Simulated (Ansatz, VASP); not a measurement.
**One calculation of Cu3Pd, two programs**

```
Cu Pd
1.0
     3.69702    0.00000    0.00000
     0.00000    3.69702    0.00000
     0.00000    0.00000    3.69702
Cu Pd
3 1
Direct
  0.00000 0.50000 0.50000
  0.50000 0.00000 0.50000
  0.50000 0.50000 0.00000
  0.00000 0.00000 0.00000
```

Change from the starting cell: volume scaled by 0.98.

Alike in both runs: task single point; functional PBEsol; k mesh 9 × 9 × 9; occupations fermi-dirac, width 0.05 eV; no spin polarisation.

|  | VASP | Ansatz |
| --- | --- | --- |
| version | VASP 6.6.1 | Ansatz 0.2.0 |
| potentials or method | VASP PAW PBE potentials, release 64 (Cu, Pd), cutoff 520 eV | all-electron LAPW, scalar-relativistic |

```csv
,VASP,Ansatz,Ansatz less VASP
pressure (GPa),-5.1,-5.6,-0.43
```

VASP's potentials were made for PBE, not for PBEsol. Ansatz ran all-electron here, and VASP with PAW potentials.
